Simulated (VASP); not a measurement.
## BAs: single point with PBE

The system is BAs.

```
B As
1.0
     0.00000    2.40432    2.40432
     2.40432    0.00000    2.40432
     2.40432    2.40432    0.00000
B As
1 1
Direct
  0.00000 0.00000 0.00000
  0.25000 0.25000 0.25000
```

```
Program                : VASP 6.6.1
Task                   : single point
Functional             : PBE
Potentials or basis    : VASP PAW PBE potentials, release 64 (B, As)
Cutoff                 : 520 eV
k mesh                 : 8 × 8 × 8
Occupations            : gaussian, width 0.01 eV
Spin                   : no spin polarisation
Dipole correction      : no
Further INCAR settings : ALGO = Normal; EDIFF = 1e-06; NBANDS = 11
```

```
Pressure               : 0.6 GPa
Band gap on the k mesh : 1.21 eV, indirect (least direct gap 3.25 eV)
```

Levels at points of the mesh, in eV from the valence-band top:
| k point | band 2 | band 3 | band 4 | band 5 | band 6 | band 7 |
| --- | --- | --- | --- | --- | --- | --- |
| (0.00, 0.00, 0.00) | 0.00 | 0.00 | 0.00 | 3.25 | 3.25 | 3.25 |
| (0.50, 0.00, 0.00) | -8.65 | -1.79 | -1.79 | 2.58 | 4.76 | 4.76 |
| (0.50, 0.50, 0.00) | -8.42 | -4.00 | -4.00 | 1.45 | 1.46 | 11.18 |

Wall time 7.8 s on 1 thread of Intel Xeon 6975P-C (shared host), peak memory 0.16 GiB.

A k mesh can miss the band edges. A hybrid or GW would open this gap; PBE tends to underestimate it.
